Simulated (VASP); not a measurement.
BaTiO3, 5 atoms in the cell. The typed cell holds 5 atoms: a = 3.869 Å, b = 3.869 Å, c = 4.616 Å, α = 90.00°, β = 90.00°, γ = 89.83°.  This cell differs from its parent crystal: biaxial strain in the a-b plane: -4.5 %, then relaxed in part.

```yaml
Program: VASP 6.6.1
Task: single point
Functional: PBE
Potentials_or_basis: VASP PAW PBE potentials, release 64 (Ba_sv, Ti_sv, O)
Cutoff: 520 eV
k_mesh: 6 × 6 × 6
Occupations: gaussian, width 0.02 eV
Spin: no spin polarisation
Hubbard_terms: Ti d U = 4.0 eV
Dipole_correction: no
Further_INCAR_settings: ALGO = Normal; EDIFF = 1e-06; NBANDS = 28
```

Potentials or basis: VASP PAW PBE potentials, release 64 (Ba_sv, Ti_sv, O).

Launch:

```console
$ cat potpaw_PBE.64/Ba_sv/POTCAR potpaw_PBE.64/Ti_sv/POTCAR potpaw_PBE.64/O/POTCAR > POTCAR
$ mpirun -np 1 vasp_std > vasp.out
```

Hardware: 1 thread of Intel Xeon 8259CL, with other jobs on the host.

Question: How long does it take, and how much memory?

Answer: It took 5.1 min on 1 thread of Intel Xeon 8259CL (shared host), peak memory 0.34 GiB. Counts: scf iterations 16, k points 112.
